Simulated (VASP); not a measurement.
Be16H (a cell with a defect): single point with PBE

The system is Be16H (a cell with a defect).

```xyz
17
Lattice="-2.2900 -3.9664 0.0000 3.4350 -1.9832 0.0000 0.0000 0.0000 7.1769" Properties=species:S:1:pos:R:3 pbc="T T T"
Be   -0.0186   -3.9579   -0.0201
Be    0.0368   -2.6184    1.7671
Be    0.0265   -3.9837    3.6184
Be    0.0090   -2.6420    5.3836
Be   -1.1460   -1.9750    0.0017
Be    2.2740   -2.6377    1.7860
Be   -1.1387   -1.9401    3.6174
Be    2.2768   -2.6389    5.4032
Be    1.1585   -1.9932   -0.0192
Be    1.1396   -0.7100    1.7668
Be    1.1606   -1.9950    3.5989
Be    1.1451   -0.6732    5.3837
Be   -0.0092   -0.0070    0.0016
Be    1.1171   -4.6134    1.7662
Be   -0.0372   -0.0301    3.6177
Be    1.1633   -4.6403    5.4047
H    -1.1473   -3.3095    2.6913
```

| Item | Value |
| --- | --- |
| Program | VASP 6.6.1 |
| Task | single point |
| Functional | PBE |
| Potentials or basis | VASP PAW PBE potentials, release 64 (Be, H) |
| Cutoff | 520 eV |
| k mesh | 4 × 4 × 3 |
| Occupations | gaussian, width 0.1 eV |
| Spin | no spin polarisation |

```yaml
Pressure: -0.1 GPa
Largest_force: 0.009 eV/Å
Band_gap_on_the_k_mesh: zero (an odd number of electrons rules out a gap without spin polarisation)
```

Forces on the atoms (eV/Å):
```
Be   0.004 -0.002 -0.002
Be  -0.001 -0.001  0.000
Be   0.006 -0.005  0.004
Be  -0.002  0.002 -0.004
Be   0.004 -0.003 -0.001
Be  -0.003  0.001 -0.003
Be  -0.003  0.002 -0.001
Be  -0.001 -0.001  0.004
Be  -0.002  0.000  0.002
Be  -0.002  0.004  0.004
Be   0.002 -0.001  0.000
Be   0.000 -0.001 -0.007
Be   0.002  0.000  0.001
Be  -0.001  0.000 -0.003
Be   0.001  0.001 -0.002
Be  -0.005  0.003  0.002
H    0.003  0.002  0.005
```

Stress tensor (GPa, compression positive):
```
 0.66 -0.90  0.50
-0.90 -0.38 -0.29
 0.50 -0.29 -0.65
```

Levels at points of the mesh, in eV from the Fermi level:
```
           k point  band 12  band 13  band 14  band 15  band 16  band 17  band 18  band 19  band 20  band 21
(0.00, 0.00, 0.00)    -4.38    -4.26    -3.82    -0.17    -0.17     0.19     0.27     0.63     0.89     0.91
(0.50, 0.00, 0.00)    -2.73    -2.72    -2.69    -2.57    -2.42    -0.54     0.05     0.09     0.27     0.42
(0.00, 0.50, 0.00)    -4.20    -3.84    -3.84    -2.96    -2.77     0.06     0.35     0.52     0.60     0.74
(0.50, 0.50, 0.00)    -6.60    -1.76    -1.10    -1.07    -1.06     0.22     0.26     0.39     0.48     3.85
```

It took 4.5 min on 1 thread of Intel Xeon 8259CL, on a shared host, peak memory 0.26 GiB.

Caveat: the k points lie up to 0.40 Å⁻¹ apart, too coarse for converged energies and pressures of a metal.
